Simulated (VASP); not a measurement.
# Tm3BF (P6/mmm) in VASP: further runs, part 2 of 2

VASP 6.6.1.

### 4 Relaxation of cell and atoms, PBE

The input, INCAR:

```
SYSTEM = Tm3BF
PREC = Accurate
ENCUT = 600
EDIFF = 1E-7
ISMEAR = 0
SIGMA = 0.1
LREAL = .False.
LASPH = .True.
NELM = 200
ALGO = Normal
ISIF = 3
LWAVE = .False.
LCHARG = .False.
GGA = PE
IBRION = 2
NSW = 90
EDIFFG = -0.04
GGA_COMPAT = .False.
NELMIN = 4
LMAXMIX = 6
```

The input, KPOINTS:

```
Automatic mesh
0
Gamma
  3 3 6
  0 0 0
```

The input, POSCAR:

```
Tm3BF
1.0
    6.0653457511      0.0000000000      0.0000000000
   -3.0326728756      5.2527435032      0.0000000000
    0.0000000000      0.0000000000      3.3806713898
Tm B F
3 1 1
Direct
    0.5000000000      0.0000000000      0.0000000000
    0.0000000000      0.5000000000      0.0000000000
    0.5000000000      0.5000000000      0.0000000000
    0.0000000000      0.0000000000      0.5000000000
    0.0000000000      0.0000000000      0.0000000000
```

Potentials or basis: VASP PAW PBE potentials, release 64 (Tm_3, B, F), 4f in core.

Started as:

```bash
$ cat potpaw_PBE.64/Tm_3/POTCAR potpaw_PBE.64/B/POTCAR potpaw_PBE.64/F/POTCAR > POTCAR
$ mpirun -np 1 vasp_std > vasp.out
```

OUTCAR:

```text
SYSTEM = Tm3BF
   PREC = Accurate
   ENCUT = 600
   EDIFF = 1E-7
   ISMEAR = 0
   LREAL = .False.
   LASPH = .True.
   NELM = 200
   ISIF = 3
   GGA = PE
   IBRION = 2
   NSW = 90
   EDIFFG = -0.04
   NELMIN = 4

 ion  position               nearest neighbor table
   1  0.500  0.000  0.000-   2 3.03   2 3.03   3 3.03   3 3.03
   2  0.000  0.500  0.000-   1 3.03   1 3.03   3 3.03   3 3.03
   3  0.500  0.500  0.000-   2 3.03   2 3.03   1 3.03   1 3.03
   4  0.000  0.000  0.500-   5 1.69   5 1.69
   5  0.000  0.000  0.000-   4 1.69   4 1.69

  LATTYP: Found a hexagonal cell.
 ALAT       =     6.0653457511
 C/A-ratio  =     0.5573748849

  Lattice vectors:

 A1 = (   6.0653457511,   0.0000000000,   0.0000000000)
 A2 = (  -3.0326728756,   5.2527435032,   0.0000000000)
 A3 = (   0.0000000000,   0.0000000000,   3.3806713898)

Analysis of symmetry for initial positions (statically):
=====================================================================
 Subroutine PRICEL returns:
 Original cell was already a primitive cell.

 Routine SETGRP: Setting up the symmetry group for a
 hexagonal supercell.

 Subroutine GETGRP returns: Found 24 space group operations
 (whereof 24 operations were pure point group operations)
 out of a pool of 24 trial point group operations.

The static configuration has the point symmetry D_6h.

Analysis of symmetry for dynamics (positions and initial velocities):
=====================================================================
 Subroutine PRICEL returns:
 Original cell was already a primitive cell.

 Routine SETGRP: Setting up the symmetry group for a
 hexagonal supercell.

[... 477 lines left out ...]
     -1.51634      2.62637      0.00000        -0.000000      0.000000      0.000000
      1.51634      2.62637      0.00000         0.000000      0.000000      0.000000
      0.00000      0.00000      1.69034        -0.000000      0.000000      0.000000
      0.00000      0.00000      0.00000        -0.000000      0.000000      0.000000
 -----------------------------------------------------------------------------------
    total drift:                               -0.000000      0.000000      0.000000

  FREE ENERGIE OF THE ION-ELECTRON SYSTEM (eV)
  ---------------------------------------------------
  free  energy   TOTEN  =       -19.5138928732 eV

  energy  without entropy=      -19.4854865736  energy(sigma->0) =      -19.49968972

--------------------------------------- Ionic step        2  -------------------------------------------

 number of electron      36.9999994 magnetization

 Free energy of the ion-electron system (eV)
  ---------------------------------------------------
  ext. energy  EPLUGINS =         0.00000000
  ---------------------------------------------------
  free energy    TOTEN  =       -19.51568436 eV

  energy without entropy =      -19.48588679  energy(sigma->0) =      -19.50078557

 E-fermi :   3.3605     XC(G=0):  -9.9805

 val. band max:        3.3305980423   @ k =   0.3333   0.0000   0.1667
 cond. band min:       3.4158572206   @ k =   0.3333   0.3333   0.0000
 fundamental gap:      0.0852591783
 Fermi energy:         3.3604733069

 k-point     1 :       0.0000    0.0000    0.0000
  band No.  band energies     occupation
      1     -23.4168      2.00000
      2     -23.0948      2.00000
      3     -22.8431      2.00000
      4     -22.8431      2.00000
      5     -22.2189      2.00000
      6     -22.1981      2.00000
[... 289 lines left out ...]
     21       4.2684      0.00000
     22       5.1700      0.00000

------------------------ aborting loop because EDIFF is reached ----------------------------------------

  FORCE on cell =-STRESS in cart. coord.  units (eV):
  Direction    XX          YY          ZZ          XY          YZ          ZX
  --------------------------------------------------------------------------------------
  -------------------------------------------------------------------------------------
  Total        0.1239233      0.1239233     -0.0427707     -0.0000000      0.0000000      0.0000000
  in kB        1.8284238      1.8284238     -0.6310601     -0.0000000      0.0000000      0.0000000
  external PRESSURE =       1.0085959 kB  Pullay stress =       0.0000000 kB

 VOLUME and BASIS-vectors are now :
 -----------------------------------------------------------------------------
  energy-cutoff  :      600.00
  volume of cell :      108.59
      direct lattice vectors                 reciprocal lattice vectors
     6.086967803 -0.000000000  0.000000000     0.164285410  0.094850226 -0.000000000
    -3.043483902  5.271468750 -0.000000000     0.000000000  0.189700451 -0.000000000
     0.000000000  0.000000000  3.384184634     0.000000000  0.000000000  0.295492152

 POSITION                                       TOTAL-FORCE (eV/Angst)
 -----------------------------------------------------------------------------------
      3.04348     -0.00000      0.00000         0.000000      0.000000      0.000000
      4.56523      2.63573     -0.00000         0.000000      0.000000      0.000000
      1.52174      2.63573     -0.00000        -0.000000      0.000000      0.000000
      6.08697     -0.00000      1.69209         0.000000      0.000000      0.000000
      6.08697     -0.00000      0.00000         0.000000     -0.000000      0.000000
 -----------------------------------------------------------------------------------
    total drift:                                0.000000      0.000000      0.000000

  FREE ENERGIE OF THE ION-ELECTRON SYSTEM (eV)
  ---------------------------------------------------
  free  energy   TOTEN  =       -19.5156843640 eV

  energy  without entropy=      -19.4858867852  energy(sigma->0) =      -19.50078557

 reached required accuracy - stopping structural energy minimisation
```

OSZICAR:

```text
N       E                     dE             d eps       ncg     rms          rms(c)
DAV:   1     0.304053645031E+03    0.30405E+03   -0.16850E+04   528   0.174E+03
DAV:   2     0.401727530831E+02   -0.26388E+03   -0.26087E+03   560   0.581E+02
DAV:   3    -0.137377929908E+02   -0.53911E+02   -0.52853E+02   930   0.139E+02
[... 19 lines left out ...]
DAV:   6    -0.195156836868E+02   -0.61099E-05   -0.23797E-05   758   0.378E-02    0.466E-03
DAV:   7    -0.195156837831E+02   -0.96270E-07   -0.30300E-06   768   0.100E-02    0.257E-03
DAV:   8    -0.195156839680E+02   -0.18489E-06   -0.27622E-07   518   0.355E-03    0.161E-03
DAV:   9    -0.195156843346E+02   -0.36664E-06   -0.59557E-08   372   0.215E-03    0.576E-04
DAV:  10    -0.195156843640E+02   -0.29343E-07   -0.20007E-08   354   0.189E-03
   2 F= -.19515684E+02 E0= -.19500786E+02  d E =-.179149E-02
```

CONTCAR:

```text
Tm3BF
   1.00000000000000
     6.0869678033222741   -0.0000000000002058    0.0000000000000000
    -3.0434839017114932    5.2714687497066679   -0.0000000000000000
     0.0000000000000000    0.0000000000000000    3.3841846344378270
  Tm              B               F
     3     1     1
Direct
     0.5000000000000000    0.0000000000000000    0.0000000000000000
     1.0000000000000000    0.5000000000000000    0.0000000000000000
     0.5000000000000000    0.5000000000000000    0.0000000000000000
     1.0000000000000000    0.0000000000000000    0.5000000000000000
     1.0000000000000000    0.0000000000000000    0.0000000000000000

  0.00000000E+00  0.00000000E+00  0.00000000E+00
  0.00000000E+00  0.00000000E+00  0.00000000E+00
  0.00000000E+00  0.00000000E+00  0.00000000E+00
  0.00000000E+00  0.00000000E+00  0.00000000E+00
  0.00000000E+00  0.00000000E+00  0.00000000E+00
```

It took 56 s on 1 thread of Intel Xeon Platinum 8488C (Sapphire Rapids), shared host; peak memory 0.26 GiB.

What came out:

```yaml
Free_energy: -19.5157 eV
Relaxed_volume: 21.72 Å³/atom
Relaxed_cell: a = 6.087 Å, b = 6.087 Å, c = 3.384 Å, α = 90.00°, β = 90.00°, γ = 120.00°
Space_group_after_relaxing_to_0.1_Å: P6/mmm (No. 191)
Energy_gained_by_relaxing: 0.4 meV/atom
Ionic_steps: 2
Pressure_after_relaxing: 0.1 GPa
Band_gap_on_the_k_mesh: zero (an odd number of electrons rules out a gap without spin polarisation)
```

Stress tensor (GPa, compression positive):
```
 0.18  0.00  0.00
 0.00  0.18  0.00
 0.00  0.00 -0.06
```

The path:
| step | energy change (eV) | largest force (eV/Å) | pressure (GPa) | volume (Å³) |
| --- | --- | --- | --- | --- |
| 1 | 0.0000 | 0.0000 | 0.42 | 107.71 |
| 2 | -0.0018 | 0.0000 | 0.10 | 108.59 |

Final structure:
```xyz
5
Lattice="6.0870 0.0000 0.0000 -3.0435 5.2715 0.0000 0.0000 0.0000 3.3842" Properties=species:S:1:pos:R:3 pbc="T T T"
Tm    3.0435    0.0000    0.0000
Tm    4.5652    2.6357    0.0000
Tm    1.5217    2.6357    0.0000
B     6.0870    0.0000    1.6921
F     6.0870    0.0000    0.0000
```

Levels at points of the mesh, in eV from the Fermi level:
```tsv
k point	band 14	band 15	band 16	band 17	band 18	band 19	band 20	band 21	band 22
(0.00, 0.00, 0.00)	-5.87	-3.23	-1.61	-1.61	-0.58	0.40	0.40	0.49	0.49
(0.00, 0.00, 0.50)	-2.78	-2.16	-2.14	-2.14	-1.25	-0.34	-0.34	-0.20	2.17
```

Caveat: the k points lie up to 0.40 Å⁻¹ apart in the final cell, too coarse for converged energies and pressures of a metal; spin-orbit coupling is left out, which moves the levels of the heavy elements; the 4f electrons are frozen in the core, so they carry no moment and show no levels; an odd number of electrons without spin polarisation forces a metal; a magnetic or distorted state may lie lower; the run has no spin polarisation, though such a crystal can be magnetic.

### 5 Single point, PBE

This run uses another cell than the first one, of 21.66 Å³/atom.

The input, INCAR:

```
PREC     = Accurate       # precision mode
ENCUT    = 600            # plane-wave cutoff, eV
EDIFF    = 1E-6           # SCF threshold, eV
ISMEAR   = 0              # smearing method
SIGMA    = 0.1            # smearing width, eV
LREAL    = False          # projectors in reciprocal space
LASPH    = True           # aspherical terms in the spheres
NELM     = 200            # most SCF steps
ALGO     = Normal         # electronic algorithm
ISIF     = 2              # what is computed and relaxed
LWAVE    = False          # write WAVECAR
LCHARG   = False          # write CHGCAR
GGA      = PE             # functional
NBANDS   = 26             # bands
GGA_COMPAT= False        
LMAXMIX  = 6              # l up to which the mixer works
```

The input, KPOINTS:

```
Automatic mesh
0
Gamma
  6 6 12
```

Changes to POSCAR since step 4:

```diff
@@ -2,5 +2,5 @@
 1.0
-    6.0653457511      0.0000000000      0.0000000000
-   -3.0326728756      5.2527435032      0.0000000000
-    0.0000000000      0.0000000000      3.3806713898
+    6.0722086856      0.0000000000      0.0000000000
+   -3.0361043428      5.2586869788      0.0000000000
+    0.0000000000      0.0000000000      3.3915247164
 Tm B F
```

Started as:

```bash
$ cat potpaw_PBE.64/Tm_3/POTCAR potpaw_PBE.64/B/POTCAR potpaw_PBE.64/F/POTCAR > POTCAR
$ mpirun -np 1 vasp_std > vasp.out
```

Wall time 2.1 min (1 thread of Intel Xeon Platinum 8488C (Sapphire Rapids), shared host); peak memory 0.35 GiB.

It converged, with:

- Free energy: -19.5573 eV
- Pressure: 0.2 GPa
- Band gap on the k mesh: zero (an odd number of electrons rules out a gap without spin polarisation)

Levels at points of the mesh, in eV from the Fermi level:
```tsv
k point	band 15	band 16	band 17	band 18	band 19	band 20	band 21	band 22
(0.00, 0.00, 0.00)	-3.20	-1.58	-1.58	-0.56	0.42	0.42	0.53	0.53
(0.50, 0.00, 0.00)	-3.71	-1.68	-1.23	-0.40	0.05	1.12	1.20	1.23
(0.00, 0.00, 0.50)	-2.14	-2.12	-2.12	-1.26	-0.33	-0.33	-0.19	2.18
(0.50, 0.00, 0.50)	-1.61	-1.56	-1.52	-1.25	0.74	0.93	1.04	1.31
```

Caveat: spin-orbit coupling is left out, which moves the levels of the heavy elements; the 4f electrons are frozen in the core, so they carry no moment and show no levels; an odd number of electrons without spin polarisation forces a metal; a magnetic or distorted state may lie lower; the run has no spin polarisation, though such a crystal can be magnetic. With open d or f shells a metallic result of PBE can be an artefact of self-interaction; +U or a hybrid may open a gap.

### 6 The runs side by side

```tsv
task	cell	k mesh	gap on the mesh (eV)	pressure (GPa)
single point	a = 6.065, b = 6.065, c = 3.381 Å, angles 90.0, 90.0, 120.0°, 5 atoms	6 × 6 × 4	none	0.2
single point	a = 5.097, b = 5.097, c = 4.883 Å, angles 90.0, 90.0, 120.0°, 5 atoms	6 × 6 × 4	none	11.2
relaxation of cell and atoms	relaxed from a = 6.065, b = 6.065, c = 3.381 Å, angles 90.0, 90.0, 120.0°, 5 atoms	3 × 3 × 6	none	0.1
single point	a = 6.072, b = 6.072, c = 3.392 Å, angles 90.0, 90.0, 120.0°, 5 atoms	6 × 6 × 12	none	0.2
```

Alike in all rows: level PBE; potentials or basis VASP PAW PBE potentials, release 64 (Tm_3, B, F), 4f in core; no spin polarisation; cutoff (eV) 600; smearing gaussian 0.1 eV.

Caveats: some runs use coarse meshes; spin-orbit coupling is left out, which moves the levels of the heavy elements; the 4f electrons are frozen in the core, so they carry no moment and show no levels; an odd number of electrons without spin polarisation forces a metal; a magnetic or distorted state may lie lower; the run has no spin polarisation, though such a crystal can be magnetic; the cell stands under pressure (at least some runs).

Absolute energies hang on the potentials; compare differences alone.
